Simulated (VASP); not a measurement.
**Si (a cell with a defect): single point with LDA**

Si (a cell with a defect):

```
Si
1.0
     0.00000    5.43000    5.43000
     5.43000    0.00000    5.43000
     5.43000    5.43000    0.00000
Si
17
Direct
  0.99904 0.99861 0.00119
  0.12250 0.12242 0.12326
  0.99649 0.99648 0.50361
  0.12254 0.12247 0.63185
  0.99659 0.50241 0.99709
  0.12290 0.62928 0.12400
  0.99657 0.50241 0.50411
  0.12612 0.62423 0.62492
  0.50252 0.99655 0.99708
  0.62971 0.12271 0.12388
  0.50252 0.99654 0.50405
  0.62425 0.12614 0.62489
  0.50280 0.50263 0.99736
  0.62437 0.62431 0.12623
  0.49996 0.49997 0.50009
  0.62435 0.62430 0.62524
  0.24902 0.24858 0.25121
```

```yaml
Program: VASP 6.6.1
Task: single point
Functional: LDA
Potentials_or_basis: VASP PAW LDA potentials, release 64 (Si)
Cutoff: 520 eV
k_mesh: 2 × 2 × 2
Occupations: gaussian, width 0.02 eV
Spin: no spin polarisation
Dipole_correction: no
Further_INCAR_settings: LREAL = Auto; ALGO = Normal; EDIFF = 1e-07; NBANDS = 48
```

```yaml
Pressure: 1.8 GPa
Largest_force: 0.029 eV/Å
Band_gap_on_the_k_mesh: zero (band 34 reaches 6.81 eV, above the bottom of band 35 at 6.57 eV)
```

Forces in eV/Å, atoms in the order of the input:
```
Si   0.001 -0.001  0.000
Si   0.001  0.001 -0.008
Si  -0.002 -0.001  0.011
Si   0.001  0.002 -0.009
Si   0.007  0.020  0.003
Si   0.011 -0.010  0.006
Si  -0.019 -0.009  0.004
Si  -0.009  0.008  0.012
Si   0.018  0.009  0.003
Si  -0.008  0.008  0.003
Si  -0.010 -0.017  0.005
Si   0.008 -0.009  0.011
Si   0.000  0.001 -0.029
Si   0.015  0.014 -0.007
Si   0.000  0.000 -0.003
Si  -0.015 -0.016 -0.006
Si   0.000 -0.001  0.003
```

Levels at points of the mesh, in eV from the Fermi level:
| k point | band 30 | band 31 | band 32 | band 33 | band 34 | band 35 | band 36 | band 37 | band 38 | band 39 |
| --- | --- | --- | --- | --- | --- | --- | --- | --- | --- | --- |
| (0.00, 0.00, 0.00) | -1.69 | -0.77 | -0.77 | -0.77 | -0.24 | -0.23 | -0.23 | 0.05 | 0.05 | 0.39 |
| (0.50, 0.00, 0.00) | -1.52 | -1.52 | -1.37 | -1.37 | -0.35 | 0.52 | 0.53 | 0.87 | 0.87 | 1.25 |
| (0.00, 0.50, 0.00) | -1.52 | -1.52 | -1.37 | -1.37 | -0.36 | 0.52 | 0.53 | 0.87 | 0.87 | 1.25 |
| (0.00, 0.00, 0.50) | -1.52 | -1.52 | -1.37 | -1.37 | -0.35 | 0.53 | 0.53 | 0.87 | 0.87 | 1.26 |
| (0.50, 0.50, 0.50) | -1.52 | -1.52 | -1.37 | -1.37 | -0.35 | 0.53 | 0.53 | 0.87 | 0.87 | 1.26 |
| (0.50, 0.50, 0.00) | -1.96 | -1.96 | -1.82 | -0.98 | 0.01 | 0.71 | 1.02 | 1.02 | 1.13 | 1.90 |
| (0.00, 0.50, 0.50) | -1.96 | -1.96 | -1.82 | -0.98 | 0.01 | 0.71 | 1.02 | 1.02 | 1.13 | 1.90 |
| (0.50, 0.00, 0.50) | -1.96 | -1.96 | -1.82 | -0.98 | 0.01 | 0.71 | 1.02 | 1.02 | 1.13 | 1.90 |

It took 3.9 min on 1 thread of AMD EPYC 7R43 64-Core Processor (Zen 3) (shared host), peak memory 0.33 GiB.

Caveat: the k points lie up to 0.50 Å⁻¹ apart.
